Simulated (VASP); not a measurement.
Write the native input for VASP 6.6.1 that does the following.

- Task: relaxation of cell and atoms
- Functional: PBE
- Potentials or basis: VASP PAW PBE potentials, release 64 (Cu)
- Cutoff: 600 eV
- k mesh: 19 × 19 × 19
- Occupations: fermi-dirac, width 0.1 eV
- Spin: no spin polarisation
- Target pressure: 20 GPa
- Dipole correction: no
- Further INCAR settings: ALGO = Normal; EDIFF = 1e-06; IBRION = 2; EDIFFG = -0.005; NSW = 32; ISIF = 3

The structure of Cu lies in POSCAR:

```
Cu
1.0
   -1.3909323090      1.3909323090      1.3909323090
    1.3909323090     -1.3909323090      1.3909323090
    1.3909323090      1.3909323090     -1.3909323090
Cu
1
Direct
    0.0000000000      0.0000000000      0.0000000000
```

The input as run:

INCAR

```
PREC = Accurate
ENCUT = 600
EDIFF = 1E-6
ISMEAR = -1
SIGMA = 0.1
LREAL = False
LASPH = True
NELM = 60
ALGO = Normal
ISIF = 3
LWAVE = False
LCHARG = False
GGA = PE
IBRION = 2
NSW = 32
EDIFFG = -0.005
PSTRESS = 200.0
```

KPOINTS

```
Automatic mesh
0
Gamma
  19 19 19
```

Potentials or basis: VASP PAW PBE potentials, release 64 (Cu).

Command:

```bash
$ cat potpaw_PBE.64/Cu/POTCAR > POTCAR
$ mpirun -np 1 vasp_std > vasp.out
```

It gave:

| Quantity | Value |
| --- | --- |
| Relaxed volume | 10.79 Å³/atom |
| Relaxed cell | a = 2.411 Å, b = 2.411 Å, c = 2.411 Å, α = 109.47°, β = 109.47°, γ = 109.47° |
| Space group after relaxing (to 0.05 Å) | Im-3m (No. 229) |
| Energy change on relaxing (the enthalpy is what falls) | -3.3 meV/atom |
| Ionic steps | 3 |
| Pressure after relaxing | 20.0 GPa |

Caveat: the cell is relaxed towards a set pressure, so the enthalpy falls and the energy may rise.

Wall time 23 s on 1 thread of Intel(R) Xeon(R) Platinum 8488C (Sapphire Rapids) (shared host), peak memory 0.14 GiB.
